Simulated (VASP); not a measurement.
Input of a VASP 6.6.1 run:

Contents of INCAR:

```
ALGO     = Normal         # electronic algorithm
EDIFF    = 1E-6           # SCF threshold, eV
ENCUT    = 520            # plane-wave cutoff, eV
GGA      = PS             # functional
ISIF     = 2              # what is computed and relaxed
ISMEAR   = 0              # smearing method
LASPH    = True           # aspherical terms in the spheres
LCHARG   = True           # write CHGCAR
LELF     = True           # ELF
LREAL    = False          # projectors in reciprocal space
LVHAR    = True         
LWAVE    = False          # write WAVECAR
NBANDS   = 13             # bands
NELM     = 100            # most SCF steps
PREC     = Accurate       # precision mode
SIGMA    = 0.1            # smearing width, eV
```

KPOINTS

```
k-points
0
Gamma
  18 18 18
```

The input POSCAR:

```
W
1.0
   -1.5771522831      1.5771522831      1.5771522831
    1.5771522831     -1.5771522831      1.5771522831
    1.5771522831      1.5771522831     -1.5771522831
W
1
Direct
    0.0000000000      0.0000000000      0.0000000000
```

Potentials or basis: VASP PAW PBE potentials, release 64 (W_sv).

Launch:

```sh
$ cat potpaw_PBE.64/W_sv/POTCAR > POTCAR
$ mpirun -np 1 vasp_std > vasp.out
```

(1) Estimate the pressure.

(2) Estimate the band gap on the k mesh.

## Answers

(1) 0.7 GPa.

(2) zero (band 7 reaches 16.67 eV, above the bottom of band 8 at 10.17 eV).

Caveat: the PAW data sets were made with another functional, which shifts forces and pressure a little; spin-orbit coupling is left out, which moves the levels of the heavy elements.
